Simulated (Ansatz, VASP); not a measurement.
TiC3: VASP beside Ansatz

Contents of INCAR:

```
SYSTEM = TiC3
PREC = Accurate
ENCUT = 600
EDIFF = 1E-7
ISMEAR = 0
SIGMA = 0.1
LREAL = .FALSE.
LASPH = .TRUE.
NELM = 80
ALGO = Normal
ISIF = 3
LWAVE = .FALSE.
LCHARG = .FALSE.
GGA = PE
IBRION = 2
NSW = 100
EDIFFG = -0.01
```

KPOINTS

```
Automatic mesh
0
G
  12 12 12
  0 0 0
```

POSCAR

```
TiC3
1.0
    4.0583111210      0.0000000000      0.0000000000
    0.0000000000      4.0583111210      0.0000000000
    0.0000000000      0.0000000000      4.0583111210
Ti C
1 3
Direct
    0.0000000000      0.0000000000      0.0000000000
    0.5000000000      0.0000000000      0.0000000000
    0.0000000000      0.5000000000      0.0000000000
    0.0000000000      0.0000000000      0.5000000000
```

Input for Ansatz:

```yaml
crystal:
  lattice:
    - [4.058311121, 0.0, 0.0]
    - [0.0, 4.058311121, 0.0]
    - [0.0, 0.0, 4.058311121]
  atoms:
    - { symbol: Ti, position: [0.0, 0.0, 0.0] }
    - { symbol: C, position: [0.5, 0.0, 0.0] }
    - { symbol: C, position: [0.0, 0.5, 0.0] }
    - { symbol: C, position: [0.0, 0.0, 0.5] }
basis:
  ecutwfc: 420
kpoints:
  mp_grid: { grid: [12, 12, 12] }
hamiltonian:
  xc: pbe
scf:
  occupations: { method: gaussian, width: 0.1 }
output:
  forces: true
  stress: true
  eigenvalues: true
  write_density: true
  write_potential: true
  elf: true
  volumetric_format: npy
relax:
  adjacent_minimum: "off"
  f_tol: 0.01
  max_steps: 80
  cell: { stress_tol: 0.05 }
```

Alike in both runs: task relaxation of cell and atoms; functional PBE; k mesh 12 × 12 × 12; occupations gaussian, width 0.1 eV; no spin polarisation.

```csv
,VASP,Ansatz
version,VASP 6.6.1,Ansatz 0.2.0
potentials or method,"VASP PAW PBE potentials, release 64 (Ti_sv, C), cutoff 600 eV","scalar-relativistic, plane waves, PAW"
valence electrons in the cell,24,24
```

```csv
,VASP,Ansatz,Ansatz less VASP
"gap on the k mesh at the Fermi level, each at its own relaxed structure (eV)",none,none,-
relaxed volume (Å³/atom),16.56,16.60,+0.043
relaxed length of the cell vector where the two differ most in proportion (Å),4.046,4.049,+0.0035
```

A gap of «none» marks a metal or a gap that the smearing closes.
